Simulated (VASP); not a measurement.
# In (C2/c) in VASP: single point with BLYP

Aim: the single point of In with BLYP.

Everything below comes from runs of VASP 6.6.1. Logs are shortened: lines on timing, memory, paths and dates and some standing lists are left out, and cuts for length are marked.

## 1. The cell of the first run

The typed cell holds 2 atoms: a = 5.289 Å, b = 5.289 Å, c = 3.876 Å, α = 89.99°, β = 89.99°, γ = 143.83°.

## 2. Single point, BLYP

The input, INCAR:

```
SYSTEM = In
AGGAC    = 1.0          
AGGAX    = 1.0          
ALDAC    = 0.0          
ALDAX    = 1.0          
ALGO     = Normal         ! electronic algorithm
EDIFF    = 1E-7           ! SCF threshold, eV
ENCUT    = 520            ! plane-wave cutoff, eV
GGA      = B5             ! functional
ISIF     = 2              ! what is computed and relaxed
ISMEAR   = -1             ! smearing method
ISYM     = 0            
LASPH    = .True.         ! aspherical terms in the spheres
LCHARG   = .False.        ! write CHGCAR
LREAL    = .False.        ! projectors in reciprocal space
LWAVE    = .False.        ! write WAVECAR
NBANDS   = 20             ! bands
NELM     = 80             ! most SCF steps
PREC     = Accurate       ! precision mode
SIGMA    = 0.1            ! smearing width, eV
```

The input, KPOINTS:

```
k-points
0
Gamma
  11 11 8
  0 0 0
```

The input, POSCAR:

```
In
1.0
   -3.3253779567      3.7854499987      1.6092577193
    3.7854499987     -3.3253779567      1.6092577193
    2.6867432321      2.6867432321     -0.7666349316
In
2
Direct
    0.0067000097      0.9932999903      0.0000000000
    0.7432999903      0.2567000097      0.5000000000
```

Potentials or basis: VASP PAW PBE potentials, release 64 (In_d).

Run with:

```bash
$ cat potpaw_PBE.64/In_d/POTCAR > POTCAR
$ mpirun -np 1 vasp_std > vasp.out
```

OUTCAR:

```text
SYSTEM = In
   EDIFF = 1E-7
   ENCUT = 520
   GGA = B5
   ISIF = 2
   ISMEAR = -1
   ISYM = 0
   LASPH = .True.
   LREAL = .False.
   NELM = 80
   PREC = Accurate

 ion  position               nearest neighbor table
   1  0.007  0.993  0.000-   2 3.28   2 3.28   2 3.48   2 3.48   2 3.48   2 3.48
   2  0.743  0.257  0.500-   1 3.28   1 3.28   1 3.48   1 3.48   1 3.48   1 3.48

IMPORTANT INFORMATION: All symmetrisations will be switched off!
NOSYMM: (Re-)initialisation of all symmetry stuff for point group C_1.

----------------------------------------------------------------------------------------

                                     Primitive cell

  volume of cell :      63.9977

  direct lattice vectors                    reciprocal lattice vectors
    -3.325377957  3.785449999  1.609257719    -0.027724621  0.112905979  0.298525969
     3.785449999 -3.325377957  1.609257719     0.112905979 -0.027724621  0.298525969
     2.686743232  2.686743232 -0.766634932     0.178805780  0.178805780 -0.051118935

  length of vectors
     5.289374316  5.289374316  3.876197558     0.320365679  0.320365679  0.257984805

  position of ions in fractional coordinates (direct lattice)
     0.006700010  0.993299990  1.000000000
     0.743299990  0.256700010  0.500000000

  ion indices of the primitive-cell ions
   primitive index   ion index
                 1           1
                 2           2

----------------------------------------------------------------------------------------

 KPOINTS: k-points

Automatic generation of k-mesh.
 Grid dimensions read from file:
 generate k-points for:   11   11    8

 Generating k-lattice:

  Cartesian coordinates                     Fractional coordinates (reciprocal lattice)
    -0.002520420  0.010264180  0.027138724     0.090909091  0.000000000 -0.000000000
     0.010264180 -0.002520420  0.027138724     0.000000000  0.090909091 -0.000000000
     0.022350723  0.022350723 -0.006389867    -0.000000000 -0.000000000  0.125000000

  Length of vectors
     0.029124153  0.029124153  0.032248101

  Shift w.r.t. Gamma in fractional coordinates (k-lattice)
     0.000000000  0.000000000  0.000000000

 Subroutine IBZKPT returns following result:
 ===========================================

 Found    485 irreducible k-points:

 Following reciprocal coordinates:
            Coordinates               Weight
  0.000000  0.000000  0.000000      1.000000
  0.090909  0.000000  0.000000      2.000000
  0.000000 -0.090909  0.000000      2.000000
  0.181818 -0.000000  0.000000      2.000000
  0.000000 -0.181818 -0.000000      2.000000
  0.272727  0.000000  0.000000      2.000000
[... 16 lines left out ...]
 -0.363636  0.090909 -0.000000      2.000000
 -0.090909  0.363636  0.000000      2.000000
 [... further k-points ...]
   k-points           NKPTS =    485   k-points in BZ     NKDIM =    485   number of bands    NBANDS=     20
   number of dos      NEDOS =    301   number of ions     NIONS =      2
   total plane-waves  NPLWV =  48000
   dimension x,y,z NGX =    40 NGY =   40 NGZ =   30
   dimension x,y,z NGXF=    80 NGYF=   80 NGZF=   60
   ions per type =               2
   NGX,Y,Z   is equivalent  to a cutoff of  12.57, 12.57, 12.87 a.u.
   NGXF,Y,Z  is equivalent  to a cutoff of  25.14, 25.14, 25.73 a.u.
 SYSTEM =  In
   PREC   = accura    normal or accurate (medium, high low for compatibility)
   ISTART =      0    job   : 0-new  1-cont  2-samecut
   ICHARG =      2    charge: 1-file 2-atom 10-const
   ISPIN  =      1    spin polarized calculation?
   LNONCOLLINEAR =      F non collinear calculations
   LSORBIT =      F    spin-orbit coupling
   LASPH  =      T    aspherical Exc in radial PAW
   ENCUT  =  520.0 eV  38.22 Ry    6.18 a.u.   9.83  9.83  7.21*2*pi/ulx,y,z
   NELM   =     80;   NELMIN=  2; NELMDL= -5     # of ELM steps
   EDIFF  = 0.1E-06   stopping-criterion for ELM
   LREAL  =      F    real-space projection
   EDIFFG = 0.1E-05   stopping-criterion for IOM
   NSW    =      0    number of steps for IOM
   IBRION =     -1    ionic relax: 0-MD 1-quasi-New 2-CG
   NFREE  =      0    steps in history (QN), initial steepest desc. (CG)
   ISIF   =      2    stress and relaxation
   ISYM   =      0    0-nonsym 1-usesym 2-fastsym
   POTIM  = 0.5000    time-step for ionic-motion
   TEBEG  =    0.0;   TEEND  =   0.0 temperature during run
   PSTRESS=    0.0 pullay stress
   NELECT =      26.0000    total number of electrons
   NUPDOWN=      -1.0000    fix difference up-down
   EMIN   =  10.00;   EMAX   =-10.00  energy-range for DOS
   EFERMI =   0.00;   METHOD = LEGACY
   ISMEAR =    -1;   SIGMA  =   0.10  broadening in eV -4-tet -1-fermi 0-gaus
   EFERMI_NEDOS =   21; number of points for ismear=-14 and -15
   IALGO  =     38    algorithm
   IMIX   =      4    mixing-type and parameters
     AMIX     =   0.40;   BMIX     =  1.00
     AMIX_MAG =   1.60;   BMIX_MAG =  1.00
  volume/ion in A,a.u.               =      32.00       215.94
  Fermi-wavevector in a.u.,A,eV,Ry     =   1.212489  2.291272 20.002333  1.470130
  Thomas-Fermi vector in A             =   2.347972
   LORBIT       =      0    0 simple, 1 ext, 2 COOP (PROOUT), +10 PAW based schemes
   GGA     = B5    functional components
   LHFCALC =     F    Hartree Fock is set to
   AEXX    =    0.0000 exact exchange contribution
   IVDW    =     0    specifies the selected vdW correction
   LEPSILON=     F    determine dielectric tensor
   LRPA    =     F    only Hartree local field effects (RPA)
 non-spin polarized calculation
  energy-cutoff  :      520.00
  volume of cell :       64.00
 maximum number of plane-waves:      1741
   NGX = 19   NGY = 19   NGZ = 15

 number of electron      25.9999997 magnetization

 Free energy of the ion-electron system (eV)
  ---------------------------------------------------
  ext. energy  EPLUGINS =         0.00000000
  ---------------------------------------------------
  free energy    TOTEN  =        -3.76424005 eV

  energy without entropy =       -3.73107030  energy(sigma->0) =       -3.74765517

 E-fermi :   5.8707     XC(G=0):  -8.6956

 val. band max:        5.8619967435   @ k =   0.4545   0.0909   0.3750
 cond. band min:       5.9028683084   @ k =  -0.1818  -0.1818   0.2500
 fundamental gap:      0.0408715649
 Fermi energy:         5.8706992250

 k-point     1 :       0.0000    0.0000    0.0000
  band No.  band energies     occupation
      1      -8.8085      2.00000
      2      -8.8051      2.00000
      3      -8.8005      2.00000
      4      -8.7277      2.00000
      5      -8.5395      2.00000
      6      -8.5389      2.00000
[... 12 lines left out ...]
     19      13.6059      0.00000
     20      15.9504      0.00000

 k-point     2 :       0.0909    0.0000    0.0000
  band No.  band energies     occupation
      1      -8.7953      2.00000
      2      -8.7929      2.00000
      3      -8.7780      2.00000
      4      -8.7136      2.00000
      5      -8.5503      2.00000
      6      -8.5482      2.00000
[... 12 lines left out ...]
     19      13.8628      0.00000
     20      16.9246      0.00000

 k-point     3 :       0.0000   -0.0909    0.0000
  band No.  band energies     occupation
      1      -8.7953      2.00000
      2      -8.7929      2.00000
      3      -8.7780      2.00000
      4      -8.7136      2.00000
      5      -8.5503      2.00000
      6      -8.5482      2.00000
[... 12 lines left out ...]
     19      13.8628      0.00000
     20      16.9246      0.00000

 k-point     4 :       0.1818   -0.0000    0.0000
  band No.  band energies     occupation
      1      -8.7815      2.00000
      2      -8.7525      2.00000
      3      -8.7252      2.00000
      4      -8.6603      2.00000
      5      -8.5801      2.00000
      6      -8.5772      2.00000
[... 12 lines left out ...]
     19      14.0228      0.00000
     20      17.4209      0.00000

 k-point     5 :       0.0000   -0.1818   -0.0000
  band No.  band energies     occupation
      1      -8.7815      2.00000
      2      -8.7525      2.00000
      3      -8.7252      2.00000
      4      -8.6603      2.00000
      5      -8.5801      2.00000
      6      -8.5772      2.00000
[... 12 lines left out ...]
     19      14.0228      0.00000
     20      17.4210      0.00000

 k-point     6 :       0.2727    0.0000    0.0000
  band No.  band energies     occupation
      1      -8.7644      2.00000
      2      -8.7225      2.00000
      3      -8.6622      2.00000
      4      -8.6435      2.00000
      5      -8.6221      2.00000
      6      -8.5649      2.00000
[... 12 lines left out ...]
     19      14.1480      0.00000
     20      16.6871      0.00000

 k-point     7 :       0.0000   -0.2727   -0.0000
  band No.  band energies     occupation
      1      -8.7644      2.00000
      2      -8.7225      2.00000
      3      -8.6622      2.00000
      4      -8.6435      2.00000
      5      -8.6221      2.00000
      6      -8.5649      2.00000
[... 12 lines left out ...]
     19      14.1480      0.00000
     20      16.6871      0.00000
[... 277 lines left out ...]
 k-point    20 :      -0.0909   -0.4545   -0.0000
  band No.  band energies     occupation
      1      -8.7421      2.00000
      2      -8.7203      2.00000
      3      -8.6821      2.00000
      4      -8.6724      2.00000
      5      -8.6321      2.00000
      6      -8.5863      2.00000
[... 12 lines left out ...]
     19      14.3889      0.00000
     20      14.9924      0.00000

 k-point    21 :      -0.4545    0.0909   -0.0000
  band No.  band energies     occupation
      1      -8.7368      2.00000
      2      -8.7068      2.00000
      3      -8.6747      2.00000
      4      -8.6684      2.00000
      5      -8.6275      2.00000
      6      -8.5764      2.00000
[... 12 lines left out ...]
     19      13.4808      0.00000
     20      14.6771      0.00000

 k-point    22 :      -0.0909    0.4545    0.0000
  band No.  band energies     occupation
      1      -8.7368      2.00000
      2      -8.7068      2.00000
      3      -8.6747      2.00000
      4      -8.6684      2.00000
      5      -8.6275      2.00000
      6      -8.5764      2.00000
[... 12 lines left out ...]
     19      13.4808      0.00000
     20      14.6771      0.00000

 k-point    23 :      -0.3636    0.0909   -0.0000
  band No.  band energies     occupation
      1      -8.7451      2.00000
      2      -8.7119      2.00000
      3      -8.6724      2.00000
      4      -8.6495      2.00000
      5      -8.6333      2.00000
      6      -8.5707      2.00000
[... 12 lines left out ...]
     19      13.5114      0.00000
     20      15.8104      0.00000

 k-point    24 :      -0.0909    0.3636    0.0000
  band No.  band energies     occupation
      1      -8.7451      2.00000
      2      -8.7119      2.00000
      3      -8.6724      2.00000
      4      -8.6495      2.00000
      5      -8.6333      2.00000
      6      -8.5707      2.00000
[... 12 lines left out ...]
     19      13.5114      0.00000
     20      15.8104      0.00000

 [... further k-points ...]
[... 5 lines left out ...]
  --------------------------------------------------------------------------------------
  -------------------------------------------------------------------------------------
  Total       -0.0102267     -0.0102269     -0.0230554     -0.0064621     -0.0013289     -0.0013274
  in kB       -0.2560248     -0.2560292     -0.5771893     -0.1617778     -0.0332698     -0.0332326
  external PRESSURE =      -0.3630811 kB  Pullay stress =       0.0000000 kB

 VOLUME and BASIS-vectors are now :
 -----------------------------------------------------------------------------
  energy-cutoff  :      520.00
  volume of cell :       64.00
      direct lattice vectors                 reciprocal lattice vectors
    -3.325377957  3.785449999  1.609257719    -0.027724621  0.112905979  0.298525969
     3.785449999 -3.325377957  1.609257719     0.112905979 -0.027724621  0.298525969
     2.686743232  2.686743232 -0.766634932     0.178805780  0.178805780 -0.051118935

 POSITION                                       TOTAL-FORCE (eV/Angst)
 -----------------------------------------------------------------------------------
      3.73781     -3.27774      1.60926        -0.004199      0.004200     -0.000001
     -0.15666      3.30347      1.22594         0.004199     -0.004200      0.000001
 -----------------------------------------------------------------------------------
    total drift:                               -0.000005      0.000005     -0.000002

  FREE ENERGIE OF THE ION-ELECTRON SYSTEM (eV)
  ---------------------------------------------------
  free  energy   TOTEN  =        -3.7642400523 eV

  energy  without entropy=       -3.7310702968  energy(sigma->0) =       -3.74765517
```

Run time: 3.5 min. Hardware: 1 thread of Intel Xeon 6975P-C (Granite Rapids), shared host; peak memory 0.58 GiB.

What came out:

* Free energy: -3.7642 eV
* Pressure: 0.0 GPa
* Largest force: 0.006 eV/Å
* Band gap on the k mesh: zero (band 13 reaches 9.32 eV, above the bottom of band 14 at 3.25 eV)

Forces on the atoms (eV/Å):
```
In  -0.004  0.004  0.000
In   0.004 -0.004  0.000
```

Levels at points of the mesh, in eV from the Fermi level:
| k point | band 11 | band 12 | band 13 | band 14 | band 15 | band 16 |
| --- | --- | --- | --- | --- | --- | --- |
| (0.00, 0.00, 0.00) | -8.37 | -2.69 | -1.59 | 1.75 | 5.37 | 6.99 |
| (0.00, 0.00, 0.50) | -5.86 | -5.86 | 1.06 | 1.06 | 1.46 | 1.46 |

Caveat: the PAW data sets were made with another functional, which shifts forces and pressure a little; spin-orbit coupling is left out, which moves the levels of the heavy elements.
